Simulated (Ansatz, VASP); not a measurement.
**SnO in VASP and in Ansatz**

```
Sn O
1.0
     3.80200    0.00000    0.00000
     0.00000    3.80200    0.04752
     0.00000    0.06045    4.83600
Sn O
2 2
Cartesian
  0.0000 1.9154 1.1771
  1.9010 0.0460 3.6826
  0.0000 0.0000 0.0000
  1.9010 1.9010 0.0238
```

Change from the starting cell: strain +0.0250 x Voigt [0, 0, 0, 1, 0, 0], atoms carried along.

Alike in both runs: task single point; functional PBEsol; dispersion D3(BJ); k mesh 12 × 12 × 10; occupations gaussian, width 0.15 eV; no spin polarisation.

|  | VASP | Ansatz |
| --- | --- | --- |
| version | VASP 6.6.1 | Ansatz 0.2.0 |
| potentials or method | VASP PAW PBE potentials, release 64 (Sn_d, O), cutoff 520 eV | scalar-relativistic, plane waves, PAW |
| valence electrons in the cell | 40 | 40 |

```csv
,VASP,Ansatz,Ansatz less VASP
pressure (GPa),-1.8,-2.0,-0.23
"traceless stress, the component that is largest in VASP (GPa)",-1.34,-1.31,+0.029
rms of the force components (eV/Å),0.097,0.075,-0.0225
```

VASP's potentials were made for PBE, not for PBEsol. Atom by atom the forces differ by 0.035 eV/Å (rms over components).
